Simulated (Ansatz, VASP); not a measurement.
## Na in VASP and in Ansatz

```
Na
1.0
    -2.01616    2.01616    2.01616
     2.01616   -2.01616    2.01616
     2.01616    2.01616   -2.01616
Na
1
Cartesian
  0.0000 0.0000 0.0000
```

Alike in both runs: task single point; functional BLYP; k mesh 17 × 17 × 17; occupations fermi-dirac, width 0.1 eV; no spin polarisation.

|  | VASP | Ansatz |
| --- | --- | --- |
| version | VASP 6.6.1 | Ansatz 0.2.0 |
| potentials or method | VASP PAW PBE potentials, release 64 (Na_pv), cutoff 520 eV | plane waves (420 eV) with PAW, scalar-relativistic |
| valence electrons in the cell | 7 | 9 |

```tsv
	VASP	Ansatz	Ansatz less VASP
pressure (GPa)	1.2	1.2	+0.02
```

VASP's potentials were made for PBE, not for BLYP. VASP's potentials hold 7 valence electrons a cell and Ansatz's 9, so a difference there can come from the potentials and not from the codes.
